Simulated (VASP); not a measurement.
Write the native input for VASP 6.6.1 that does the following.

- Task: single point
- Functional: PBE
- Potentials or basis: VASP PAW PBE potentials, release 64 (As, Se)
- Cutoff: 500 eV
- k mesh: 4 × 4 × 2
- Occupations: gaussian, width 0.2 eV
- Spin: no spin polarisation
- Dipole correction: no
- Further INCAR settings: ALGO = Normal; EDIFF = 1e-06; NBANDS = 25

The structure of As2Se lies in POSCAR:

```
As2Se
1.0
    4.4529151758      0.0000000000      0.0000000000
   -2.2264575879      3.8563376631      0.0000000000
    0.0000000000      0.0000000000      7.6136528327
As Se
4 2
Direct
    0.3333333333      0.6666666667      0.4231800869
    0.6666666667      0.3333333333      0.9231800869
    0.3333333333      0.6666666667      0.0768199131
    0.6666666667      0.3333333333      0.5768199131
    0.0000000000      0.0000000000      0.2500000000
    0.0000000000      0.0000000000      0.7500000000
```

The cell was built from a structure type or drawn by symmetry, and may not be a known phase.

One way to write it, as run:

INCAR

```
SYSTEM = As2Se
  ALGO = Normal
  EDIFF = 1E-6
  ENCUT = 500
  GGA = PE
  GGA_COMPAT = .FALSE.
  ISIF = 2
  ISMEAR = 0
  LASPH = .TRUE.
  LCHARG = .TRUE.
  LELF = .TRUE.
  LREAL = .FALSE.
  LVHAR = .TRUE.
  LWAVE = .FALSE.
  NBANDS = 25
  NELM = 120
  PREC = Accurate
  SIGMA = 0.2
```

KPOINTS

```
k-points
0
G
  4 4 2
  0 0 0
```

Potentials or basis: VASP PAW PBE potentials, release 64 (As, Se).

The run is started by

```sh
$ cat potpaw_PBE.64/As/POTCAR potpaw_PBE.64/Se/POTCAR > POTCAR
$ mpirun -np 1 vasp_std > vasp.out
```

It gave:

```
Pressure               : 0.0 GPa
Largest force          : 0.018 eV/Å
Band gap on the k mesh : zero (bands 16 and 17 overlap by 1.62 eV)
```

Caveat: the k points lie up to 0.41 Å⁻¹ apart, too coarse for converged energies and pressures of a metal.

It took 52 s on 1 thread of Intel Xeon 8259CL, with other jobs on the host, peak memory 0.23 GiB.
